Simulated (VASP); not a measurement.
# Sb3S2 (Pm-3m) in VASP: notebook

Sb3S2 is run at these levels: PBE; tasks: single point, relaxation of cell and atoms.

Everything below comes from runs of VASP 6.6.1. Logs are shortened: lines on timing, memory, paths and dates and some standing lists are left out, and cuts for length are marked.

**1. The cell of the first run**

Symmetry: Pm-3m, No. 221, cubic system. The conventional cell has a = 5.226 Å, b = 5.226 Å, c = 5.226 Å, α = 90.00°, β = 90.00°, γ = 90.00°. Sb (site symmetry 4/mmm) has 2 S at 2.61 Å within 3.4 Å. Within 4.9 Å of S (site symmetry m-3m) lie 12 Sb at 3.70 Å and 8 S at 4.53 Å. Within 3.4 Å of S (site symmetry m-3m) lie 6 Sb at 2.61 Å.

The cell was built from a structure type or drawn by symmetry, and may not be a known phase.

**2. Single point, PBE**

The input, INCAR:

```
SYSTEM = Sb3S2
PREC = Accurate ; ENCUT = 520
EDIFF = 1E-6 ; ISMEAR = 0
SIGMA = 0.1 ; LREAL = .False.
LASPH = .True. ; NELM = 100
ALGO = Normal ; ISIF = 2
LWAVE = .False. ; LCHARG = .False.
GGA = PE ; NBANDS = 22
```

The input, KPOINTS:

```
regular mesh
0
Gamma
  4 4 4
  0 0 0
```

The input, POSCAR:

```
Sb3S2
1.0
    5.2257607628      0.0000000000      0.0000000000
    0.0000000000      5.2257607628      0.0000000000
    0.0000000000      0.0000000000      5.2257607628
Sb S
3 2
Direct
    0.5000000000      0.0000000000      0.0000000000
    0.0000000000      0.5000000000      0.0000000000
    0.0000000000      0.0000000000      0.5000000000
    0.5000000000      0.5000000000      0.5000000000
    0.0000000000      0.0000000000      0.0000000000
```

Potentials or basis: VASP PAW PBE potentials, release 64 (Sb, S).

The run is started by

```
$ cat potpaw_PBE.64/Sb/POTCAR potpaw_PBE.64/S/POTCAR > POTCAR
$ mpirun -np 1 vasp_std > vasp.out
```

OUTCAR:

```text
SYSTEM = Sb3S2
   PREC = Accurate
   ENCUT = 520
   EDIFF = 1E-6
   ISMEAR = 0
   LREAL = .False.
   LASPH = .True.
   NELM = 100
   ISIF = 2
   GGA = PE

 ion  position               nearest neighbor table
   1  0.500  0.000  0.000-   5 2.61   5 2.61   2 3.70   3 3.70   2 3.70   2 3.70   3 3.70   3 3.70
                             3 3.70   2 3.70
   2  0.000  0.500  0.000-   5 2.61   5 2.61   1 3.70   3 3.70   1 3.70   3 3.70   3 3.70   3 3.70
                             1 3.70   1 3.70
   3  0.000  0.000  0.500-   5 2.61   5 2.61   1 3.70   1 3.70   2 3.70   2 3.70   2 3.70   2 3.70
                             1 3.70   1 3.70
   4  0.500  0.500  0.500-
   5  0.000  0.000  0.000-   1 2.61   2 2.61   3 2.61   3 2.61   2 2.61   1 2.61

  LATTYP: Found a simple cubic cell.
 ALAT       =     5.2257607628

  Lattice vectors:

 A1 = (   5.2257607628,   0.0000000000,   0.0000000000)
 A2 = (   0.0000000000,   5.2257607628,   0.0000000000)
 A3 = (   0.0000000000,   0.0000000000,   5.2257607628)

Analysis of symmetry for initial positions (statically):
=====================================================================
 Subroutine PRICEL returns:
 Original cell was already a primitive cell.

 Routine SETGRP: Setting up the symmetry group for a
 simple cubic supercell.

 Subroutine GETGRP returns: Found 48 space group operations
 (whereof 48 operations were pure point group operations)
 out of a pool of 48 trial point group operations.

The static configuration has the point symmetry O_h .

Analysis of symmetry for dynamics (positions and initial velocities):
=====================================================================
 Subroutine PRICEL returns:
 Original cell was already a primitive cell.

 Routine SETGRP: Setting up the symmetry group for a
 simple cubic supercell.

 Subroutine GETGRP returns: Found 48 space group operations
 (whereof 48 operations were pure point group operations)
 out of a pool of 48 trial point group operations.

The dynamic configuration has the point symmetry O_h .

 Subroutine INISYM returns: Found 48 space group operations
 (whereof 48 operations are pure point group operations),
 and found     1 'primitive' translations

----------------------------------------------------------------------------------------

                                     Primitive cell

  volume of cell :     142.7081

  direct lattice vectors                    reciprocal lattice vectors
     5.225760763  0.000000000  0.000000000     0.191359698  0.000000000  0.000000000
     0.000000000  5.225760763  0.000000000     0.000000000  0.191359698  0.000000000
     0.000000000  0.000000000  5.225760763     0.000000000  0.000000000  0.191359698

  length of vectors
     5.225760763  5.225760763  5.225760763     0.191359698  0.191359698  0.191359698

  position of ions in fractional coordinates (direct lattice)
     0.500000000  0.000000000  0.000000000
     0.000000000  0.500000000  0.000000000
     0.000000000  0.000000000  0.500000000
     0.500000000  0.500000000  0.500000000
     0.000000000  0.000000000  0.000000000

  ion indices of the primitive-cell ions
   primitive index   ion index
                 1           1
                 2           2
                 3           3
                 4           4
                 5           5

----------------------------------------------------------------------------------------

 KPOINTS: regular mesh

Automatic generation of k-mesh.
 Grid dimensions read from file:
 generate k-points for:    4    4    4

 Generating k-lattice:

  Cartesian coordinates                     Fractional coordinates (reciprocal lattice)
     0.047839924  0.000000000  0.000000000     0.250000000  0.000000000  0.000000000
     0.000000000  0.047839924  0.000000000     0.000000000  0.250000000  0.000000000
     0.000000000  0.000000000  0.047839924     0.000000000  0.000000000  0.250000000

  Length of vectors
     0.047839924  0.047839924  0.047839924

  Shift w.r.t. Gamma in fractional coordinates (k-lattice)
     0.000000000  0.000000000  0.000000000

 Subroutine IBZKPT returns following result:
 ===========================================

 Found     10 irreducible k-points:

 Following reciprocal coordinates:
            Coordinates               Weight
  0.000000  0.000000  0.000000      1.000000
  0.250000  0.000000  0.000000      6.000000
  0.500000  0.000000  0.000000      3.000000
  0.250000  0.250000  0.000000     12.000000
  0.500000  0.250000  0.000000     12.000000
  0.500000  0.500000  0.000000      3.000000
  0.250000  0.250000  0.250000      8.000000
  0.500000  0.250000  0.250000     12.000000
  0.500000  0.500000  0.250000      6.000000
  0.500000  0.500000  0.500000      1.000000
   k-points           NKPTS =     10   k-points in BZ     NKDIM =     10   number of bands    NBANDS=     22
   number of dos      NEDOS =    301   number of ions     NIONS =      5
   total plane-waves  NPLWV =  64000
   dimension x,y,z NGX =    40 NGY =   40 NGZ =   40
   dimension x,y,z NGXF=    80 NGYF=   80 NGZF=   80
   ions per type =               3   2
   NGX,Y,Z   is equivalent  to a cutoff of  12.73, 12.73, 12.73 a.u.
   NGXF,Y,Z  is equivalent  to a cutoff of  25.45, 25.45, 25.45 a.u.
 SYSTEM =  Sb3S2
   PREC   = accura    normal or accurate (medium, high low for compatibility)
   ISTART =      0    job   : 0-new  1-cont  2-samecut
   ICHARG =      2    charge: 1-file 2-atom 10-const
   ISPIN  =      1    spin polarized calculation?
   LNONCOLLINEAR =      F non collinear calculations
   LSORBIT =      F    spin-orbit coupling
   LASPH  =      T    aspherical Exc in radial PAW
   ENCUT  =  520.0 eV  38.22 Ry    6.18 a.u.   9.72  9.72  9.72*2*pi/ulx,y,z
   NELM   =    100;   NELMIN=  2; NELMDL= -5     # of ELM steps
   EDIFF  = 0.1E-05   stopping-criterion for ELM
   LREAL  =      F    real-space projection
   EDIFFG = 0.1E-04   stopping-criterion for IOM
   NSW    =      0    number of steps for IOM
   IBRION =     -1    ionic relax: 0-MD 1-quasi-New 2-CG
   NFREE  =      0    steps in history (QN), initial steepest desc. (CG)
   ISIF   =      2    stress and relaxation
   ISYM   =      2    0-nonsym 1-usesym 2-fastsym
   POTIM  = 0.5000    time-step for ionic-motion
   TEBEG  =    0.0;   TEEND  =   0.0 temperature during run
   PSTRESS=    0.0 pullay stress
   NELECT =      27.0000    total number of electrons
   NUPDOWN=      -1.0000    fix difference up-down
   EMIN   =  10.00;   EMAX   =-10.00  energy-range for DOS
   EFERMI =   0.00;   METHOD = LEGACY
   ISMEAR =     0;   SIGMA  =   0.10  broadening in eV -4-tet -1-fermi 0-gaus
   EFERMI_NEDOS =   21; number of points for ismear=-14 and -15
   IALGO  =     38    algorithm
   IMIX   =      4    mixing-type and parameters
     AMIX     =   0.40;   BMIX     =  1.00
     AMIX_MAG =   1.60;   BMIX_MAG =  1.00
  volume/ion in A,a.u.               =      28.54       192.61
  Fermi-wavevector in a.u.,A,eV,Ry     =   0.939824  1.776010 12.017608  0.883269
  Thomas-Fermi vector in A             =   2.067175
   LORBIT       =      0    0 simple, 1 ext, 2 COOP (PROOUT), +10 PAW based schemes
   GGA     = PE    functional components
   LHFCALC =     F    Hartree Fock is set to
   AEXX    =    0.0000 exact exchange contribution
   IVDW    =     0    specifies the selected vdW correction
   LEPSILON=     F    determine dielectric tensor
   LRPA    =     F    only Hartree local field effects (RPA)
 non-spin polarized calculation
 Gauss-broadening in eV      SIGMA  =   0.10
  energy-cutoff  :      520.00
  volume of cell :      142.71
 maximum number of plane-waves:      3887
 NGX is ok and might be reduce to    40
   NGX = 19   NGY = 19   NGZ = 19

 number of electron      27.0000005 magnetization

 Free energy of the ion-electron system (eV)
  ---------------------------------------------------
  ext. energy  EPLUGINS =         0.00000000
  ---------------------------------------------------
  free energy    TOTEN  =       -16.48752675 eV

  energy without entropy =      -16.43439308  energy(sigma->0) =      -16.46095992

 E-fermi :   5.3646     XC(G=0):  -9.2666

 val. band max:        5.3355268345   @ k =   0.2500   0.0000   0.0000
 cond. band min:       5.3857220653   @ k =   0.5000   0.2500   0.2500
 fundamental gap:      0.0501952308
 Fermi energy:         5.3645657016

 k-point     1 :       0.0000    0.0000    0.0000
  band No.  band energies     occupation
      1     -10.0794      2.00000
      2      -6.0930      2.00000
      3      -2.8900      2.00000
      4      -2.8900      2.00000
      5      -2.3509      2.00000
      6      -1.5145      2.00000
[... 14 lines left out ...]
     21      10.2059      0.00000
     22      10.2059      0.00000

 k-point     2 :       0.2500    0.0000    0.0000
  band No.  band energies     occupation
      1      -9.9962      2.00000
      2      -6.1236      2.00000
      3      -4.0351      2.00000
      4      -2.8590      2.00000
      5      -2.6266      2.00000
      6      -1.4229      2.00000
[... 14 lines left out ...]
     21      10.5043      0.00000
     22      10.8867      0.00000

 k-point     3 :       0.5000    0.0000    0.0000
  band No.  band energies     occupation
      1      -9.9046      2.00000
      2      -6.1957      2.00000
      3      -4.5853      2.00000
      4      -2.8272      2.00000
      5      -2.7708      2.00000
      6      -1.3231      2.00000
[... 14 lines left out ...]
     21      11.1722      0.00000
     22      12.0387      0.00000

 k-point     4 :       0.2500    0.2500    0.0000
  band No.  band energies     occupation
      1      -9.9150      2.00000
      2      -6.1044      2.00000
      3      -4.1641      2.00000
      4      -3.9450      2.00000
      5      -2.7466      2.00000
      6      -1.3349      2.00000
[... 14 lines left out ...]
     21      10.6163      0.00000
     22      11.0921      0.00000

 k-point     5 :       0.5000    0.2500    0.0000
  band No.  band energies     occupation
      1      -9.8261      2.00000
      2      -6.1110      2.00000
      3      -4.6677      2.00000
      4      -4.0915      2.00000
      5      -2.7563      2.00000
      6      -1.2396      2.00000
[... 14 lines left out ...]
     21      11.6293      0.00000
     22      12.0760      0.00000

 k-point     6 :       0.5000    0.5000    0.0000
  band No.  band energies     occupation
      1      -9.7403      2.00000
      2      -6.0129      2.00000
      3      -4.7652      2.00000
      4      -4.7652      2.00000
      5      -2.7123      2.00000
      6      -1.1497      2.00000
[... 14 lines left out ...]
     21      12.2058      0.00000
     22      13.3248      0.00000

 k-point     7 :       0.2500    0.2500    0.2500
  band No.  band energies     occupation
      1      -9.8351      2.00000
      2      -6.0720      2.00000
      3      -4.1061      2.00000
      4      -4.1061      2.00000
      5      -3.9092      2.00000
      6       0.8084      2.00000
[... 14 lines left out ...]
     21      10.7625      0.00000
     22      10.7625      0.00000

 k-point     8 :       0.5000    0.2500    0.2500
  band No.  band energies     occupation
      1      -9.7477      2.00000
      2      -6.0530      2.00000
      3      -4.6826      2.00000
      4      -4.0452      2.00000
      5      -4.0185      2.00000
      6       0.8958      2.00000
[... 14 lines left out ...]
     21      11.3911      0.00000
     22      12.1346      0.00000

 k-point     9 :       0.5000    0.5000    0.2500
  band No.  band energies     occupation
      1      -9.6622      2.00000
      2      -5.9904      2.00000
      3      -4.7026      2.00000
      4      -4.7026      2.00000
      5      -3.9692      2.00000
      6       0.9707      2.00000
[... 14 lines left out ...]
     21      11.6462      0.00000
     22      12.8806      0.00000

 k-point    10 :       0.5000    0.5000    0.5000
  band No.  band energies     occupation
      1      -9.5770      2.00000
      2      -5.9674      2.00000
      3      -4.6364      2.00000
      4      -4.6364      2.00000
      5      -4.6364      2.00000
      6       1.4165      2.00000
[... 14 lines left out ...]
     21      10.7409      0.00000
     22      12.5529      0.00000

------------------------ aborting loop because EDIFF is reached ----------------------------------------

  FORCE on cell =-STRESS in cart. coord.  units (eV):
  Direction    XX          YY          ZZ          XY          YZ          ZX
  --------------------------------------------------------------------------------------
  -------------------------------------------------------------------------------------
  Total       -0.0620465     -0.0620465     -0.0620465     -0.0000000      0.0000000      0.0000000
  in kB       -0.6965933     -0.6965933     -0.6965933     -0.0000000      0.0000000      0.0000000
  external PRESSURE =      -0.6965933 kB  Pullay stress =       0.0000000 kB

 VOLUME and BASIS-vectors are now :
 -----------------------------------------------------------------------------
  energy-cutoff  :      520.00
  volume of cell :      142.71
      direct lattice vectors                 reciprocal lattice vectors
     5.225760763  0.000000000  0.000000000     0.191359698  0.000000000  0.000000000
     0.000000000  5.225760763  0.000000000     0.000000000  0.191359698  0.000000000
     0.000000000  0.000000000  5.225760763     0.000000000  0.000000000  0.191359698

 POSITION                                       TOTAL-FORCE (eV/Angst)
 -----------------------------------------------------------------------------------
      2.61288      0.00000      0.00000         0.000000      0.000000      0.000000
      0.00000      2.61288      0.00000         0.000000      0.000000      0.000000
      0.00000      0.00000      2.61288         0.000000      0.000000      0.000000
      2.61288      2.61288      2.61288         0.000000      0.000000      0.000000
      0.00000      0.00000      0.00000         0.000000      0.000000      0.000000
 -----------------------------------------------------------------------------------
    total drift:                                0.000000      0.000000     -0.000000

  FREE ENERGIE OF THE ION-ELECTRON SYSTEM (eV)
  ---------------------------------------------------
  free  energy   TOTEN  =       -16.4875267520 eV

  energy  without entropy=      -16.4343930795  energy(sigma->0) =      -16.46095992
```

Run time: 16 s. Hardware: 1 thread of Intel Xeon 6975P-C (Granite Rapids), shared host; peak memory 0.24 GiB.

Results:

```yaml
Free_energy: -16.4875 eV
Pressure: -0.1 GPa
Band_gap_on_the_k_mesh: zero (an odd number of electrons rules out a gap without spin polarisation)
```

Caveat: spin-orbit coupling is left out, which moves the levels of the heavy elements.

(Part 1 of 4 ends here.)
